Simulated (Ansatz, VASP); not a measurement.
## Y in VASP and in Ansatz

```
Y
1.0
     3.64257    0.00000    0.00000
    -1.82128    3.15456    0.00000
     0.00000    0.00000    5.87916
Y
2
Cartesian
  0.0000 2.1030 1.4698
  1.8213 1.0515 4.4094
```

Alike in both runs: task electric field gradients; functional r2SCAN; k mesh 10 × 10 × 6; occupations fermi-dirac, width 0.05 eV; no spin polarisation.

|  | VASP | Ansatz |
| --- | --- | --- |
| version | VASP 6.6.1 | Ansatz 0.2.0 |
| potentials or method | VASP PAW PBE potentials, release 64 (Y_sv) | plane-wave PAW, scalar-relativistic |
| plane-wave cutoff (eV) | 520 | 500 |
| valence electrons in the cell | 22 | 22 |

```tsv
	VASP	Ansatz	Ansatz less VASP
pressure (GPa)	-0.2	-0.3	-0.05
traceless stress, the component that is largest in VASP (GPa)	-1.61	-1.64	-0.021
size of Vzz on the site where it differs most (V/Å²)	18.7	19.3	+0.55
```

VASP's potentials were made for PBE, not for r2SCAN.
